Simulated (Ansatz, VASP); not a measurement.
# CaO in VASP and in Ansatz

INCAR

```
SYSTEM = CaO
PREC     = Accurate       ! precision mode
ENCUT    = 520            ! plane-wave cutoff, eV
EDIFF    = 1E-6           ! SCF threshold, eV
ISMEAR   = -1             ! smearing method
SIGMA    = 0.03           ! smearing width, eV
LREAL    = .False.        ! projectors in reciprocal space
LASPH    = .True.         ! aspherical terms in the spheres
NELM     = 80             ! most SCF steps
ALGO     = Normal         ! electronic algorithm
ISIF     = 2              ! what is computed and relaxed
LWAVE    = .False.        ! write WAVECAR
LCHARG   = .False.        ! write CHGCAR
GGA      = PE             ! functional
NBANDS   = 15             ! bands
```

KPOINTS

```
regular mesh
0
Gamma
  9 9 9
  0 0 0
```

Contents of POSCAR:

```
CaO
1.0
    0.0000000000      2.4692405873      2.4692405873
    2.4692405873      0.0000000000      2.4692405873
    2.4692405873      2.4692405873      0.0000000000
Ca O
1 1
Direct
    0.0000000000      0.0000000000      0.0000000000
    0.5000000000      0.5000000000      0.5000000000
```

Input for Ansatz:

```yaml
crystal:
  lattice:
    - [0.0, 2.4692405873, 2.4692405873]
    - [2.4692405873, 0.0, 2.4692405873]
    - [2.4692405873, 2.4692405873, 0.0]
  atoms:
    - { symbol: Ca, position: [0.0, 0.0, 0.0] }
    - { symbol: O, position: [0.5, 0.5, 0.5] }
kpoints:
  mp_grid: { grid: [9, 9, 9] }
scf:
  occupations: { method: fermi_dirac, width: 0.03 }
hamiltonian:
  xc: pbe
  pseudopotentials: { kind: all_electron, lapw: { basis_error: 0.00025 } }
output:
  forces: true
  stress: true
  eigenvalues: true
```

Change from the starting cell: volume scaled by 1.025.

Alike in both runs: task single point; functional PBE; k mesh 9 × 9 × 9; occupations fermi-dirac, width 0.03 eV; no spin polarisation.

|  | VASP | Ansatz |
| --- | --- | --- |
| version | VASP 6.6.1 | Ansatz 0.2.0 |
| potentials or method | VASP PAW PBE potentials, release 64 (Ca_sv, O), cutoff 520 eV | all-electron LAPW, scalar-relativistic |

Ansatz gave:

| Quantity | Value |
| --- | --- |
| gap on the k mesh at the Fermi level (eV) | 3.71 |
| pressure (GPa) | -6.0 |

Question: What did VASP give for the same quantities?

Answer: gap on the k mesh at the Fermi level (eV): 3.70; pressure (GPa): -5.7.

Ansatz ran all-electron here, and VASP with PAW potentials.
